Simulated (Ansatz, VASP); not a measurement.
Two plane-wave programs on Hf

```
CELL_PARAMETERS angstrom
3.19792 0.00000 0.00000
-1.59896 2.76948 0.00000
0.00000 0.00000 5.04634
ATOMIC_POSITIONS crystal
Hf 0.33333 0.66667 0.25000
Hf 0.66667 0.33333 0.75000
```

Alike in both runs: functional r2SCAN; k mesh 15 × 15 × 8; occupations gaussian, width 0.1 eV; no spin polarisation.

Ansatz relaxed the structure, and its values are those at the end. VASP's run is a single point on that final structure, the one shown.

|  | VASP | Ansatz |
| --- | --- | --- |
| version | VASP 6.6.1 | Ansatz 0.2.0 |
| potentials or method | VASP PAW PBE potentials, release 64 (Hf_pv), cutoff 520 eV | scalar-relativistic, plane waves, PAW |
| valence electrons in the cell | 20 | 52 |

Ansatz gave:

| Item | Value |
| --- | --- |
| gap on the k mesh at the Fermi level (eV) | none |
| pressure (GPa) | 0.0 |

Q: Which values does VASP return?

A: gap on the k mesh at the Fermi level (eV): none; pressure (GPa): -0.6.

VASP's potentials were made for PBE, not for r2SCAN. A gap of «none» marks a metal or a gap that the smearing closes. VASP's potentials hold 20 valence electrons a cell and Ansatz's 52, so a difference there can come from the potentials and not from the codes.

Spin-orbit coupling is off throughout.
